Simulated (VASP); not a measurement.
# Ta (P6_3/mmc) in VASP: notebook

Ta is run at these levels: LDA; tasks: single point.

Program: VASP 6.6.1. These are calculated values, not measurements. Logs are shortened: lines on timing, memory, paths and dates and some standing lists are left out, and cuts for length are marked.

### Step 1. The cell of the first run

Symmetry: P6_3/mmc, No. 194, hexagonal system. The conventional cell has a = 2.900 Å, b = 2.900 Å, c = 5.166 Å, α = 90.00°, β = 90.00°, γ = 120.00°. Within 3.8 Å of Ta (site symmetry -6m2) lie 12 Ta at 2.90 to 3.08 Å.

This isn't the form of Ta at room conditions, which is bcc.

### Step 2. Single point, LDA

INCAR reads:

```
SYSTEM = Ta
PREC     = Accurate       ! precision mode
ENCUT    = 520            ! plane-wave cutoff, eV
EDIFF    = 1E-6           ! SCF threshold, eV
ISMEAR   = -1             ! smearing method
SIGMA    = 0.1            ! smearing width, eV
LREAL    = .False.        ! projectors in reciprocal space
LASPH    = .True.         ! aspherical terms in the spheres
NELM     = 60             ! most SCF steps
ALGO     = Normal         ! electronic algorithm
ISIF     = 2              ! what is computed and relaxed
LWAVE    = .False.        ! write WAVECAR
LCHARG   = .True.         ! write CHGCAR
GGA      = CA             ! functional
LELF     = .True.         ! ELF
LVHAR    = .True.       
NBANDS   = 18             ! bands
```

KPOINTS reads:

```
Automatic mesh
0
Gamma
  11 11 6
  0 0 0
```

POSCAR reads:

```
Ta
1.0
    2.9003700000      0.0000000000      0.0000000000
   -1.4501900000      2.5118000000      0.0000000000
    0.0000000000      0.0000000000      5.1662700000
Ta
2
Direct
    0.6666666667      0.3333333333      0.7500000000
    0.3333333333      0.6666666667      0.2500000000
```

Potentials or basis: VASP PAW LDA potentials, release 64 (Ta_pv).

The run is started by

```sh
$ cat potpaw_LDA.64/Ta_pv/POTCAR > POTCAR
$ mpirun -np 1 vasp_std > vasp.out
```

OUTCAR:

```text
SYSTEM = Ta
   PREC = Accurate
   ENCUT = 520
   EDIFF = 1E-6
   ISMEAR = -1
   LREAL = .False.
   LASPH = .True.
   NELM = 60
   ISIF = 2
   GGA = CA

 ion  position               nearest neighbor table
   1  0.667  0.333  0.750-   2 3.08   2 3.08   2 3.08   2 3.08   2 3.08   2 3.08
   2  0.333  0.667  0.250-   1 3.08   1 3.08   1 3.08   1 3.08   1 3.08   1 3.08

  LATTYP: Found a hexagonal cell.
 ALAT       =     2.9003700000
 C/A-ratio  =     1.7812451515

  Lattice vectors:

 A1 = (   2.9003700000,   0.0000000000,   0.0000000000)
 A2 = (  -1.4501900000,   2.5118000000,   0.0000000000)
 A3 = (   0.0000000000,   0.0000000000,   5.1662700000)

Analysis of symmetry for initial positions (statically):
=====================================================================
 Subroutine PRICEL returns:
 Original cell was already a primitive cell.

 Routine SETGRP: Setting up the symmetry group for a
 hexagonal supercell.

 Subroutine GETGRP returns: Found 24 space group operations
 (whereof 12 operations were pure point group operations)
 out of a pool of 24 trial point group operations.

The static configuration has the point symmetry D_3d.
 The point group associated with its full space group is D_6h.

Analysis of symmetry for dynamics (positions and initial velocities):
=====================================================================
 Subroutine PRICEL returns:
 Original cell was already a primitive cell.

 Routine SETGRP: Setting up the symmetry group for a
 hexagonal supercell.

 Subroutine GETGRP returns: Found 24 space group operations
 (whereof 12 operations were pure point group operations)
 out of a pool of 24 trial point group operations.

The dynamic configuration has the point symmetry D_3d.
 The point group associated with its full space group is D_6h.

 Subroutine INISYM returns: Found 24 space group operations
 (whereof 12 operations are pure point group operations),
 and found     1 'primitive' translations

----------------------------------------------------------------------------------------

                                     Primitive cell

  volume of cell :      37.6370

  direct lattice vectors                    reciprocal lattice vectors
     2.900370000  0.000000000  0.000000000     0.344783597  0.199061121  0.000000000
    -1.450190000  2.511800000  0.000000000     0.000000000  0.398120869  0.000000000
     0.000000000  0.000000000  5.166270000     0.000000000  0.000000000  0.193563248

  length of vectors
     2.900370000  2.900377609  5.166270000     0.398121914  0.398120869  0.193563248

  position of ions in fractional coordinates (direct lattice)
     0.666666667  0.333333333  0.750000000
     0.333333333  0.666666667  0.250000000

  ion indices of the primitive-cell ions
   primitive index   ion index
                 1           1
                 2           2

----------------------------------------------------------------------------------------

 KPOINTS: Automatic mesh

Automatic generation of k-mesh.
 Grid dimensions read from file:
 generate k-points for:   11   11    6

 Generating k-lattice:

  Cartesian coordinates                     Fractional coordinates (reciprocal lattice)
     0.031343963  0.018096466  0.000000000     0.090909091 -0.000000000  0.000000000
     0.000000000  0.036192806  0.000000000     0.000000000  0.090909091  0.000000000
     0.000000000  0.000000000  0.032260541     0.000000000  0.000000000  0.166666667

  Length of vectors
     0.036192901  0.036192806  0.032260541

  Shift w.r.t. Gamma in fractional coordinates (k-lattice)
     0.000000000  0.000000000  0.000000000

 Subroutine IBZKPT returns following result:
 ===========================================

 Found     64 irreducible k-points:

 Following reciprocal coordinates:
            Coordinates               Weight
  0.000000  0.000000  0.000000      1.000000
  0.090909 -0.000000  0.000000      6.000000
  0.181818 -0.000000  0.000000      6.000000
  0.272727 -0.000000  0.000000      6.000000
  0.363636 -0.000000  0.000000      6.000000
  0.454545 -0.000000  0.000000      6.000000
[... 16 lines left out ...]
  0.090909  0.090909  0.166667     12.000000
  0.181818  0.090909  0.166667     24.000000
 [... further k-points ...]
   k-points           NKPTS =     64   k-points in BZ     NKDIM =     64   number of bands    NBANDS=     18
   number of dos      NEDOS =    301   number of ions     NIONS =      2
   total plane-waves  NPLWV =  23040
   dimension x,y,z NGX =    24 NGY =   24 NGZ =   40
   dimension x,y,z NGXF=    48 NGYF=   48 NGZF=   80
   ions per type =               2
   NGX,Y,Z   is equivalent  to a cutoff of  13.76, 13.76, 12.87 a.u.
   NGXF,Y,Z  is equivalent  to a cutoff of  27.51, 27.51, 25.74 a.u.
 SYSTEM =  Ta
   PREC   = accura    normal or accurate (medium, high low for compatibility)
   ISTART =      0    job   : 0-new  1-cont  2-samecut
   ICHARG =      2    charge: 1-file 2-atom 10-const
   ISPIN  =      1    spin polarized calculation?
   LNONCOLLINEAR =      F non collinear calculations
   LSORBIT =      F    spin-orbit coupling
   LASPH  =      T    aspherical Exc in radial PAW
   ENCUT  =  520.0 eV  38.22 Ry    6.18 a.u.   5.39  5.39  9.61*2*pi/ulx,y,z
   NELM   =     60;   NELMIN=  2; NELMDL= -5     # of ELM steps
   EDIFF  = 0.1E-05   stopping-criterion for ELM
   LREAL  =      F    real-space projection
   EDIFFG = 0.1E-04   stopping-criterion for IOM
   NSW    =      0    number of steps for IOM
   IBRION =     -1    ionic relax: 0-MD 1-quasi-New 2-CG
   NFREE  =      0    steps in history (QN), initial steepest desc. (CG)
   ISIF   =      2    stress and relaxation
   ISYM   =      2    0-nonsym 1-usesym 2-fastsym
   POTIM  = 0.5000    time-step for ionic-motion
   TEBEG  =    0.0;   TEEND  =   0.0 temperature during run
   PSTRESS=    0.0 pullay stress
   NELECT =      22.0000    total number of electrons
   NUPDOWN=      -1.0000    fix difference up-down
   EMIN   =  10.00;   EMAX   =-10.00  energy-range for DOS
   EFERMI =   0.00;   METHOD = LEGACY
   ISMEAR =    -1;   SIGMA  =   0.10  broadening in eV -4-tet -1-fermi 0-gaus
   EFERMI_NEDOS =   21; number of points for ismear=-14 and -15
   IALGO  =     38    algorithm
   IMIX   =      4    mixing-type and parameters
     AMIX     =   0.40;   BMIX     =  1.00
     AMIX_MAG =   1.60;   BMIX_MAG =  1.00
  volume/ion in A,a.u.               =      18.82       126.99
  Fermi-wavevector in a.u.,A,eV,Ry     =   1.368812  2.586680 25.492513  1.873647
  Thomas-Fermi vector in A             =   2.494743
   LORBIT       =      0    0 simple, 1 ext, 2 COOP (PROOUT), +10 PAW based schemes
   GGA     = CA    functional components
   LHFCALC =     F    Hartree Fock is set to
   AEXX    =    0.0000 exact exchange contribution
   IVDW    =     0    specifies the selected vdW correction
   LEPSILON=     F    determine dielectric tensor
   LRPA    =     F    only Hartree local field effects (RPA)
 non-spin polarized calculation
  energy-cutoff  :      520.00
  volume of cell :       37.64
 maximum number of plane-waves:      1045
 NGX is ok and might be reduce to    24
   NGX = 11   NGY = 11   NGZ = 19

 number of electron      22.0000002 magnetization

 Free energy of the ion-electron system (eV)
  ---------------------------------------------------
  ext. energy  EPLUGINS =         0.00000000
  ---------------------------------------------------
  free energy    TOTEN  =       -25.01425073 eV

  energy without entropy =      -24.93514600  energy(sigma->0) =      -24.97469837

 E-fermi :   5.4387     XC(G=0): -12.5627

 val. band max:        5.4212438451   @ k =   0.2727   0.2727   0.0000
 cond. band min:       5.4526179931   @ k =   0.0909   0.0909   0.1667
 fundamental gap:      0.0313741480
 Fermi energy:         5.4386988660

 k-point     1 :       0.0000    0.0000    0.0000
  band No.  band energies     occupation
      1     -28.9439      2.00000
      2     -28.1183      2.00000
      3     -27.9997      2.00000
      4     -27.9997      2.00000
      5     -27.9163      2.00000
      6     -27.9163      2.00000
[... 10 lines left out ...]
     17      10.4956      0.00000
     18      10.4956      0.00000

 k-point     2 :       0.0909   -0.0000    0.0000
  band No.  band energies     occupation
      1     -28.9174      2.00000
      2     -28.1214      2.00000
      3     -28.0857      2.00000
      4     -28.0230      2.00000
      5     -28.0041      2.00000
      6     -27.9322      2.00000
[... 10 lines left out ...]
     17      10.6164      0.00000
     18      11.1583      0.00000

 k-point     3 :       0.1818   -0.0000    0.0000
  band No.  band energies     occupation
      1     -28.8429      2.00000
      2     -28.3135      2.00000
      3     -28.2318      2.00000
      4     -28.1327      2.00000
      5     -28.0838      2.00000
      6     -27.9757      2.00000
[... 10 lines left out ...]
     17      10.8035      0.00000
     18      12.4931      0.00000

 k-point     4 :       0.2727   -0.0000    0.0000
  band No.  band energies     occupation
      1     -28.7350      2.00000
      2     -28.6054      2.00000
      3     -28.5151      2.00000
      4     -28.1606      2.00000
      5     -28.1571      2.00000
      6     -28.0339      2.00000
[... 375 lines left out ...]
      4     -28.2592      2.00000
      5     -28.2446      2.00000
      6     -28.1301      2.00000
[... 10 lines left out ...]
     17      11.8957      0.00000
     18      12.5460      0.00000

 k-point    23 :       0.0909    0.0909    0.1667
  band No.  band energies     occupation
      1     -28.8240      2.00000
      2     -28.2307      2.00000
      3     -28.2191      2.00000
      4     -28.1305      2.00000
      5     -28.0473      2.00000
      6     -27.9796      2.00000
[... 10 lines left out ...]
     17      10.5240      0.00000
     18      11.5801      0.00000

 k-point    24 :       0.1818    0.0909    0.1667
  band No.  band energies     occupation
      1     -28.7522      2.00000
      2     -28.4607      2.00000
      3     -28.4284      2.00000
      4     -28.1786      2.00000
      5     -28.1238      2.00000
      6     -28.0465      2.00000
[... 10 lines left out ...]
     17      10.4772      0.00000
     18      12.3305      0.00000

 [... further k-points ...]

------------------------ aborting loop because EDIFF is reached ----------------------------------------

  FORCE on cell =-STRESS in cart. coord.  units (eV):
  Direction    XX          YY          ZZ          XY          YZ          ZX
  --------------------------------------------------------------------------------------
  -------------------------------------------------------------------------------------
  Total       -2.7134882     -2.7135010     -2.3245630      0.0000054      0.0000000     -0.0000000
  in kB     -115.5108982   -115.5114409    -98.9546823      0.0002299      0.0000000     -0.0000000
  external PRESSURE =    -109.9923405 kB  Pullay stress =       0.0000000 kB

 VOLUME and BASIS-vectors are now :
 -----------------------------------------------------------------------------
  energy-cutoff  :      520.00
  volume of cell :       37.64
      direct lattice vectors                 reciprocal lattice vectors
     2.900370000  0.000000000  0.000000000     0.344783597  0.199061121  0.000000000
    -1.450190000  2.511800000  0.000000000     0.000000000  0.398120869  0.000000000
     0.000000000  0.000000000  5.166270000     0.000000000  0.000000000  0.193563248

 POSITION                                       TOTAL-FORCE (eV/Angst)
 -----------------------------------------------------------------------------------
      1.45018      0.83727      3.87470         0.000000     -0.000000      0.000000
     -0.00000      1.67453      1.29157        -0.000000      0.000000      0.000000
 -----------------------------------------------------------------------------------
    total drift:                               -0.000000      0.000000     -0.000000

  FREE ENERGIE OF THE ION-ELECTRON SYSTEM (eV)
  ---------------------------------------------------
  free  energy   TOTEN  =       -25.0142507324 eV

  energy  without entropy=      -24.9351460009  energy(sigma->0) =      -24.97469837
```

Wall time 51 s (1 thread of Intel Xeon 8259CL, shared host); peak memory 0.17 GiB.

Results:

| Quantity | Value |
| --- | --- |
| Free energy | -25.0143 eV |
| Pressure | -11.0 GPa |
| Band gap on the k mesh | zero (bands 11 and 12 overlap by 2.23 eV) |

Stress tensor (GPa, compression positive):
```
-11.55   0.00   0.00
  0.00 -11.55   0.00
  0.00   0.00  -9.90
```

Caveat: the cell stands under tension; spin-orbit coupling is left out, which moves the levels of the heavy elements.

### Step 3. Single point, LDA

INCAR reads:

```
PREC = Accurate
ENCUT = 520
EDIFF = 1E-6
ISMEAR = -1
SIGMA = 0.1
LREAL = F
LASPH = T
NELM = 80
ALGO = Normal
ISIF = 2
LWAVE = F
LCHARG = F
GGA = CA
NBANDS = 18
```

KPOINTS reads:

```
regular mesh
0
Gamma
  11 11 6
```

POSCAR is that of step 2.

Potentials or basis: VASP PAW LDA potentials, release 64 (Ta_pv).

The run is started by

```sh
$ cat potpaw_LDA.64/Ta_pv/POTCAR > POTCAR
$ mpirun -np 1 vasp_std > vasp.out
```

It took 45 s on 1 thread of Intel Xeon 8259CL, shared host; peak memory 0.16 GiB.

Results (log left out):

```yaml
Free_energy: -25.0143 eV
Pressure: -11.0 GPa
Band_gap_on_the_k_mesh: zero (bands 11 and 12 overlap by 2.23 eV)
```

Stress tensor (GPa, compression positive):
```
-11.55   0.00   0.00
  0.00 -11.55   0.00
  0.00   0.00  -9.90
```

Levels at points of the mesh, in eV from the Fermi level:
```
           k point  band 9  band 10  band 11  band 12  band 13  band 14
(0.00, 0.00, 0.00)   -0.58     0.05     0.57     0.57     1.13     1.13
(0.00, 0.00, 0.50)   -1.14    -1.14     0.62     0.62     0.62     0.62
```

Caveat: the cell stands under tension; spin-orbit coupling is left out, which moves the levels of the heavy elements.
